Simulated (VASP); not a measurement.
# Al3GaN4 (R3m) in VASP: further runs

Al3GaN4 is run at these levels: PBEsol; tasks: single point.

Everything below comes from runs of VASP 6.6.1. Logs are shortened: lines on timing, memory, paths and dates and some standing lists are left out, and cuts for length are marked.

### 1 The cell of the first run

The structure is trigonal, space group R3m (No. 160). The conventional cell has a = 6.129 Å, b = 6.129 Å, c = 8.346 Å, α = 90.00°, β = 90.00°, γ = 120.00°. Within 2.5 Å of Al (site symmetry m) lie 4 N at 1.89 to 2.07 Å. Ga (site symmetry 3m) has 4 N at 1.94 to 2.13 Å within 2.6 Å. Within 2.5 Å of N (site symmetry m) lie 3 Al at 1.89 to 2.07 Å and 1 Ga at 1.94 Å. N (site symmetry 3m) has 3 Al at 1.89 Å and 1 Ga at 2.13 Å within 2.5 Å.

### 2 Single point, PBEsol

INCAR reads:

```
PREC     = Accurate       # precision mode
ENCUT    = 520            # plane-wave cutoff, eV
EDIFF    = 1E-6           # SCF threshold, eV
ISMEAR   = 0              # smearing method
SIGMA    = 0.05           # smearing width, eV
LREAL    = F              # projectors in reciprocal space
LASPH    = T              # aspherical terms in the spheres
NELM     = 60             # most SCF steps
ALGO     = Normal         # electronic algorithm
ISIF     = 2              # what is computed and relaxed
LWAVE    = F              # write WAVECAR
LCHARG   = F              # write CHGCAR
GGA      = PS             # functional
NBANDS   = 31             # bands
```

KPOINTS reads:

```
regular mesh
0
Gamma
  6 6 6
```

POSCAR reads:

```
Al3GaN4
1.0
    4.4952608103      0.1615208909      0.1615208909
    0.1615208909      4.4952608103      0.1615208909
    0.1615208909      0.1615208909      4.4952608103
Al Ga N
3 1 4
Direct
    0.5000000000      0.5000000000      0.0000000000
    0.5000000000      0.0000000000      0.5000000000
    0.0000000000      0.5000000000      0.5000000000
    0.0000000000      0.0000000000      0.0000000000
    0.7447140287      0.7447140287      0.2552859713
    0.7447140287      0.2552859713      0.7447140287
    0.2552859713      0.7447140287      0.7447140287
    0.2552859713      0.2552859713      0.2552859713
```

Potentials or basis: VASP PAW PBE potentials, release 64 (Al, Ga_d, N).

On the command line:

```sh
$ cat potpaw_PBE.64/Al/POTCAR potpaw_PBE.64/Ga_d/POTCAR potpaw_PBE.64/N/POTCAR > POTCAR
$ mpirun -np 1 vasp_std > vasp.out
```

OUTCAR:

```text
PREC = Accurate
   ENCUT = 520
   EDIFF = 1E-6
   ISMEAR = 0
   LREAL = F
   LASPH = T
   NELM = 60
   ISIF = 2
   GGA = PS

 ion  position               nearest neighbor table
   1  0.500  0.500  0.000-   8 1.89   7 1.89   6 1.89   5 2.07   2 3.06   3 3.06   2 3.06   4 3.06
                             3 3.06   4 3.06   2 3.30   2 3.30   3 3.30   3 3.30
   2  0.500  0.000  0.500-   8 1.89   7 1.89   5 1.89   6 2.07   1 3.06   4 3.06   1 3.06   3 3.06
                             3 3.06   4 3.06   1 3.30   1 3.30   3 3.30   3 3.30
   3  0.000  0.500  0.500-   8 1.89   6 1.89   5 1.89   7 2.07   1 3.06   4 3.06   2 3.06   4 3.06
                             1 3.06   2 3.06   1 3.30   2 3.30   1 3.30   2 3.30
   4  0.000  0.000  0.000-   5 1.94   6 1.94   7 1.94   8 2.13   2 3.06   3 3.06   1 3.06   3 3.06
                             1 3.06   2 3.06
   5  0.745  0.745  0.255-   2 1.89   3 1.89   4 1.94   1 2.07
   6  0.745  0.255  0.745-   1 1.89   3 1.89   4 1.94   2 2.07
   7  0.255  0.745  0.745-   1 1.89   2 1.89   4 1.94   3 2.07
   8  0.255  0.255  0.255-   1 1.89   2 1.89   3 1.89   4 2.13

  LATTYP: Found a trigonal (rhomboedric) cell.
 ALAT       =     4.5010607360
 COS(alpha) =     0.0729654027

  Lattice vectors:

 A1 = (   4.4952608103,   0.1615208909,   0.1615208909)
 A2 = (   0.1615208909,   4.4952608103,   0.1615208909)
 A3 = (   0.1615208909,   0.1615208909,   4.4952608103)

Analysis of symmetry for initial positions (statically):
=====================================================================
 Subroutine PRICEL returns:
 Original cell was already a primitive cell.

 Routine SETGRP: Setting up the symmetry group for a
 trigonal (rhombohedral) supercell.

 Subroutine GETGRP returns: Found  6 space group operations
 (whereof  6 operations were pure point group operations)
 out of a pool of 12 trial point group operations.

The static configuration has the point symmetry C_3v.

Analysis of symmetry for dynamics (positions and initial velocities):
=====================================================================
 Subroutine PRICEL returns:
 Original cell was already a primitive cell.

 Routine SETGRP: Setting up the symmetry group for a
 trigonal (rhombohedral) supercell.

 Subroutine GETGRP returns: Found  6 space group operations
 (whereof  6 operations were pure point group operations)
 out of a pool of 12 trial point group operations.

The dynamic configuration has the point symmetry C_3v.

 Subroutine INISYM returns: Found  6 space group operations
 (whereof  6 operations are pure point group operations),
 and found     1 'primitive' translations

----------------------------------------------------------------------------------------

                                     Primitive cell

  volume of cell :      90.4940

  direct lattice vectors                    reciprocal lattice vectors
     4.495260810  0.161520891  0.161520891     0.223012376 -0.007735204 -0.007735204
     0.161520891  4.495260810  0.161520891    -0.007735204  0.223012376 -0.007735204
     0.161520891  0.161520891  4.495260810    -0.007735204 -0.007735204  0.223012376

  length of vectors
     4.501060736  4.501060736  4.501060736     0.223280511  0.223280511  0.223280511

  position of ions in fractional coordinates (direct lattice)
     0.500000000  0.500000000  0.000000000
     0.500000000  1.000000000  0.500000000
     1.000000000  0.500000000  0.500000000
     0.000000000  0.000000000  0.000000000
     0.744714029  0.744714029  0.255285971
     0.744714029  0.255285971  0.744714029
     0.255285971  0.744714029  0.744714029
     0.255285971  0.255285971  0.255285971

  ion indices of the primitive-cell ions
   primitive index   ion index
                 1           1
                 2           2
                 3           3
                 4           4
                 5           5
                 6           6
                 7           7
                 8           8

----------------------------------------------------------------------------------------

 KPOINTS: regular mesh

Automatic generation of k-mesh.
 Grid dimensions read from file:
 generate k-points for:    6    6    6

 Generating k-lattice:

  Cartesian coordinates                     Fractional coordinates (reciprocal lattice)
     0.037168729 -0.001289201 -0.001289201     0.166666667  0.000000000  0.000000000
    -0.001289201  0.037168729 -0.001289201     0.000000000  0.166666667  0.000000000
    -0.001289201 -0.001289201  0.037168729     0.000000000  0.000000000  0.166666667

  Length of vectors
     0.037213419  0.037213419  0.037213419

  Shift w.r.t. Gamma in fractional coordinates (k-lattice)
     0.000000000  0.000000000  0.000000000

 Subroutine IBZKPT returns following result:
 ===========================================

 Found     32 irreducible k-points:

 Following reciprocal coordinates:
            Coordinates               Weight
  0.000000  0.000000  0.000000      1.000000
  0.166667 -0.000000 -0.000000      6.000000
  0.333333 -0.000000 -0.000000      6.000000
  0.500000 -0.000000  0.000000      3.000000
  0.166667  0.166667 -0.000000      6.000000
  0.333333  0.166667 -0.000000     12.000000
[... 16 lines left out ...]
  0.500000  0.500000  0.166667      6.000000
 -0.333333  0.500000  0.166667     12.000000
 [... further k-points ...]
   k-points           NKPTS =     32   k-points in BZ     NKDIM =     32   number of bands    NBANDS=     31
   number of dos      NEDOS =    301   number of ions     NIONS =      8
   total plane-waves  NPLWV =  46656
   dimension x,y,z NGX =    36 NGY =   36 NGZ =   36
   dimension x,y,z NGXF=    72 NGYF=   72 NGZF=   72
   ions per type =               3   1   4
   NGX,Y,Z   is equivalent  to a cutoff of  13.30, 13.30, 13.30 a.u.
   NGXF,Y,Z  is equivalent  to a cutoff of  26.59, 26.59, 26.59 a.u.
 SYSTEM =  unknown system
   PREC   = accura    normal or accurate (medium, high low for compatibility)
   ISTART =      0    job   : 0-new  1-cont  2-samecut
   ICHARG =      2    charge: 1-file 2-atom 10-const
   ISPIN  =      1    spin polarized calculation?
   LNONCOLLINEAR =      F non collinear calculations
   LSORBIT =      F    spin-orbit coupling
   LASPH  =      T    aspherical Exc in radial PAW
   ENCUT  =  520.0 eV  38.22 Ry    6.18 a.u.   8.37  8.37  8.37*2*pi/ulx,y,z
   NELM   =     60;   NELMIN=  2; NELMDL= -5     # of ELM steps
   EDIFF  = 0.1E-05   stopping-criterion for ELM
   LREAL  =      F    real-space projection
   EDIFFG = 0.1E-04   stopping-criterion for IOM
   NSW    =      0    number of steps for IOM
   IBRION =     -1    ionic relax: 0-MD 1-quasi-New 2-CG
   NFREE  =      0    steps in history (QN), initial steepest desc. (CG)
   ISIF   =      2    stress and relaxation
   ISYM   =      2    0-nonsym 1-usesym 2-fastsym
   POTIM  = 0.5000    time-step for ionic-motion
   TEBEG  =    0.0;   TEEND  =   0.0 temperature during run
   PSTRESS=    0.0 pullay stress
   NELECT =      42.0000    total number of electrons
   NUPDOWN=      -1.0000    fix difference up-down
   EMIN   =  10.00;   EMAX   =-10.00  energy-range for DOS
   EFERMI =   0.00;   METHOD = LEGACY
   ISMEAR =     0;   SIGMA  =   0.05  broadening in eV -4-tet -1-fermi 0-gaus
   EFERMI_NEDOS =   21; number of points for ismear=-14 and -15
   IALGO  =     38    algorithm
   IMIX   =      4    mixing-type and parameters
     AMIX     =   0.40;   BMIX     =  1.00
     AMIX_MAG =   1.60;   BMIX_MAG =  1.00
  volume/ion in A,a.u.               =      11.31        76.34
  Fermi-wavevector in a.u.,A,eV,Ry     =   1.267510  2.395246 21.858864  1.606581
  Thomas-Fermi vector in A             =   2.400654
   LORBIT       =      0    0 simple, 1 ext, 2 COOP (PROOUT), +10 PAW based schemes
   GGA     = PS    functional components
   LHFCALC =     F    Hartree Fock is set to
   AEXX    =    0.0000 exact exchange contribution
   IVDW    =     0    specifies the selected vdW correction
   LEPSILON=     F    determine dielectric tensor
   LRPA    =     F    only Hartree local field effects (RPA)
 non-spin polarized calculation
 Gauss-broadening in eV      SIGMA  =   0.05
  energy-cutoff  :      520.00
  volume of cell :       90.49
 maximum number of plane-waves:      2452
 NGX is ok and might be reduce to    36
   NGX = 17   NGY = 17   NGZ = 17

 number of electron      41.9999988 magnetization

 Free energy of the ion-electron system (eV)
  ---------------------------------------------------
  ext. energy  EPLUGINS =         0.00000000
  ---------------------------------------------------
  free energy    TOTEN  =       -59.06452834 eV

  energy without entropy =      -59.06452834  energy(sigma->0) =      -59.06452834

 E-fermi :   5.5311     XC(G=0): -11.0681

 val. band max:        5.2821959254   @ k =   0.0000   0.0000   0.0000
 cond. band min:       7.7461191545   @ k =   0.0000   0.0000   0.0000
 fundamental gap:      2.4639232291
 Fermi energy:         5.5310971243

 k-point     1 :       0.0000    0.0000    0.0000
  band No.  band energies     occupation
      1      -9.7482      2.00000
      2      -8.3535      2.00000
      3      -8.3535      2.00000
      4      -8.0443      2.00000
      5      -7.5968      2.00000
      6      -7.5968      2.00000
[... 23 lines left out ...]
     30      17.0722      0.00000
     31      17.2361      0.00000

 k-point     2 :       0.1667   -0.0000   -0.0000
  band No.  band energies     occupation
      1      -9.6307      2.00000
      2      -8.3789      2.00000
      3      -8.3594      2.00000
      4      -8.0626      2.00000
      5      -7.5958      2.00000
      6      -7.5931      2.00000
[... 23 lines left out ...]
     30      16.7620      0.00000
     31      16.9513      0.00000

 k-point     3 :       0.3333   -0.0000   -0.0000
  band No.  band energies     occupation
      1      -9.3071      2.00000
      2      -8.4959      2.00000
      3      -8.3710      2.00000
      4      -8.1130      2.00000
      5      -7.5936      2.00000
      6      -7.5819      2.00000
[... 23 lines left out ...]
     30      16.0097      0.00000
     31      16.2636      0.00000

 k-point     4 :       0.5000   -0.0000    0.0000
  band No.  band energies     occupation
      1      -8.9693      2.00000
      2      -8.7276      2.00000
      3      -8.3766      2.00000
      4      -8.1455      2.00000
      5      -7.5926      2.00000
      6      -7.5680      2.00000
[... 23 lines left out ...]
     30      15.6653      0.00000
     31      15.8221      0.00000

 k-point     5 :       0.1667    0.1667   -0.0000
  band No.  band energies     occupation
      1      -9.5398      2.00000
      2      -8.4010      2.00000
      3      -8.3705      2.00000
      4      -8.0515      2.00000
      5      -7.5937      2.00000
      6      -7.5906      2.00000
[... 23 lines left out ...]
     30      16.1705      0.00000
     31      16.2167      0.00000
[... 542 lines left out ...]
     30      15.6592      0.00000
     31      15.9164      0.00000

 k-point    22 :      -0.1667    0.3333    0.1667
  band No.  band energies     occupation
      1      -9.1168      2.00000
      2      -8.4910      2.00000
      3      -8.3585      2.00000
      4      -8.1436      2.00000
      5      -7.5883      2.00000
      6      -7.5795      2.00000
[... 23 lines left out ...]
     30      15.7458      0.00000
     31      15.9309      0.00000

 k-point    23 :       0.5000    0.5000    0.1667
  band No.  band energies     occupation
      1      -8.6896      2.00000
      2      -8.5580      2.00000
      3      -8.5068      2.00000
      4      -7.9189      2.00000
      5      -7.5693      2.00000
      6      -7.5690      2.00000
[... 23 lines left out ...]
     30      15.3837      0.00000
     31      15.7060      0.00000

 k-point    24 :      -0.3333    0.5000    0.1667
  band No.  band energies     occupation
      1      -8.7611      2.00000
      2      -8.5659      2.00000
      3      -8.4128      2.00000
      4      -8.0509      2.00000
      5      -7.5792      2.00000
      6      -7.5688      2.00000
[... 23 lines left out ...]
     30      15.4470      0.00000
     31      15.7386      0.00000

 [... further k-points ...]

------------------------ aborting loop because EDIFF is reached ----------------------------------------

  FORCE on cell =-STRESS in cart. coord.  units (eV):
  Direction    XX          YY          ZZ          XY          YZ          ZX
  --------------------------------------------------------------------------------------
  -------------------------------------------------------------------------------------
  Total       -4.1623069     -4.1623069     -4.1623069     -6.7051159     -6.7051159     -6.7051159
  in kB      -73.6927774    -73.6927774    -73.6927774   -118.7126805   -118.7126805   -118.7126805
  external PRESSURE =     -73.6927774 kB  Pullay stress =       0.0000000 kB

 VOLUME and BASIS-vectors are now :
 -----------------------------------------------------------------------------
  energy-cutoff  :      520.00
  volume of cell :       90.49
      direct lattice vectors                 reciprocal lattice vectors
     4.495260810  0.161520891  0.161520891     0.223012376 -0.007735204 -0.007735204
     0.161520891  4.495260810  0.161520891    -0.007735204  0.223012376 -0.007735204
     0.161520891  0.161520891  4.495260810    -0.007735204 -0.007735204  0.223012376

 POSITION                                       TOTAL-FORCE (eV/Angst)
 -----------------------------------------------------------------------------------
      2.32839      2.32839      0.16152         0.182563      0.182563      0.221687
      2.32839      0.16152      2.32839         0.182563      0.221687      0.182563
      0.16152      2.32839      2.32839         0.221687      0.182563      0.182563
      0.00000      0.00000      0.00000         0.192537      0.192537      0.192537
      3.50920      3.50920      1.38815        -0.200961     -0.200961     -0.257612
      3.50920      1.38815      3.50920        -0.200961     -0.257612     -0.200961
      1.38815      3.50920      3.50920        -0.257612     -0.200961     -0.200961
      1.23005      1.23005      1.23005        -0.119815     -0.119815     -0.119815
 -----------------------------------------------------------------------------------
    total drift:                               -0.000175     -0.000175     -0.000175

  FREE ENERGIE OF THE ION-ELECTRON SYSTEM (eV)
  ---------------------------------------------------
  free  energy   TOTEN  =       -59.0645283354 eV

  energy  without entropy=      -59.0645283354  energy(sigma->0) =      -59.06452834
```

Run time: 3 min. Hardware: 1 thread of AMD EPYC 7R13, shared host; peak memory 0.22 GiB.

Results:

```
Free energy            : -59.0645 eV
Pressure               : -7.4 GPa
Largest force          : 0.384 eV/Å
Band gap on the k mesh : 2.46 eV
```

Forces on the atoms (eV/Å):
```
Al   0.183  0.183  0.222
Al   0.183  0.222  0.183
Al   0.222  0.183  0.183
Ga   0.193  0.193  0.193
N   -0.201 -0.201 -0.258
N   -0.201 -0.258 -0.201
N   -0.258 -0.201 -0.201
N   -0.120 -0.120 -0.120
```

Levels at points of the mesh, in eV from the valence-band top:
| k point | band 17 | band 18 | band 19 | band 20 | band 21 | band 22 | band 23 | band 24 | band 25 | band 26 |
| --- | --- | --- | --- | --- | --- | --- | --- | --- | --- | --- |
| (0.00, 0.00, 0.00) | -1.69 | -1.69 | -0.56 | 0.00 | 0.00 | 2.46 | 2.88 | 3.05 | 3.05 | 6.59 |
| (0.50, 0.00, 0.00) | -2.81 | -1.64 | -1.42 | -1.02 | -0.77 | 4.79 | 4.93 | 5.58 | 5.68 | 7.90 |
| (0.50, 0.50, 0.00) | -2.59 | -1.03 | -0.86 | -0.63 | -0.49 | 6.15 | 6.86 | 6.90 | 7.22 | 7.42 |
| (0.50, 0.50, 0.50) | -0.77 | -0.73 | -0.73 | -0.28 | -0.28 | 4.57 | 5.88 | 5.88 | 6.94 | 8.48 |

Caveat: the cell stands under tension; the PAW data sets were made with another functional, which shifts forces and pressure a little.

### 3 Single point, PBEsol

INCAR reads:

```
SYSTEM = Al3GaN4
  ALGO = Normal
  EDIFF = 1E-6
  ENCUT = 520
  GGA = PS
  ISIF = 2
  ISMEAR = 0
  LASPH = .True.
  LCHARG = .False.
  LREAL = .False.
  LWAVE = .False.
  NBANDS = 31
  NELM = 80
  PREC = Accurate
  SIGMA = 0.05
```

KPOINTS reads:

```
k-points
0
Gamma
  6 6 6
  0 0 0
```

Changes to POSCAR since step 2:

```diff
@@ -2,5 +2,5 @@
 1.0
-    4.4952608103      0.1615208909      0.1615208909
-    0.1615208909      4.4952608103      0.1615208909
-    0.1615208909      0.1615208909      4.4952608103
+    4.4952608103     -0.1615208909     -0.1615208909
+   -0.1615208909      4.4952608103     -0.1615208909
+   -0.1615208909     -0.1615208909      4.4952608103
 Al Ga N
```

Potentials or basis: VASP PAW PBE potentials, release 64 (Al, Ga_d, N).

On the command line:

```sh
$ cat potpaw_PBE.64/Al/POTCAR potpaw_PBE.64/Ga_d/POTCAR potpaw_PBE.64/N/POTCAR > POTCAR
$ mpirun -np 1 vasp_std > vasp.out
```

It took 3.1 min on 1 thread of AMD EPYC 7R13, shared host; peak memory 0.22 GiB.

The run converged. Its results:

```yaml
Free_energy: -58.9138 eV
Pressure: -6.7 GPa
Largest_force: 1.423 eV/Å
Band_gap_on_the_k_mesh: 2.53 eV
```

Forces on the atoms (eV/Å):
```
Al  -0.752 -0.752 -0.877
Al  -0.752 -0.877 -0.752
Al  -0.877 -0.752 -0.752
Ga  -0.778 -0.778 -0.778
N    0.784  0.784  0.892
N    0.784  0.892  0.784
N    0.892  0.784  0.784
N    0.699  0.699  0.699
```

Stress tensor (GPa, compression positive):
```
-6.75 14.67 14.67
14.67 -6.75 14.67
14.67 14.67 -6.75
```

Levels at points of the mesh, in eV from the valence-band top:
| k point | band 18 | band 19 | band 20 | band 21 | band 22 | band 23 | band 24 | band 25 |
| --- | --- | --- | --- | --- | --- | --- | --- | --- |
| (0.00, 0.00, 0.00) | -1.64 | -0.35 | -0.35 | 0.00 | 2.53 | 2.89 | 2.89 | 2.99 |
| (0.50, 0.00, 0.00) | -1.69 | -1.46 | -1.06 | -0.82 | 4.83 | 4.90 | 5.53 | 5.57 |
| (0.50, 0.50, 0.00) | -1.09 | -0.93 | -0.66 | -0.52 | 6.11 | 6.87 | 6.91 | 6.99 |
| (0.50, 0.50, 0.50) | -0.65 | -0.55 | -0.55 | -0.38 | 4.52 | 5.85 | 6.40 | 6.40 |

Caveat: the cell stands under tension; the PAW data sets were made with another functional, which shifts forces and pressure a little.

[end of part 1 of 2]
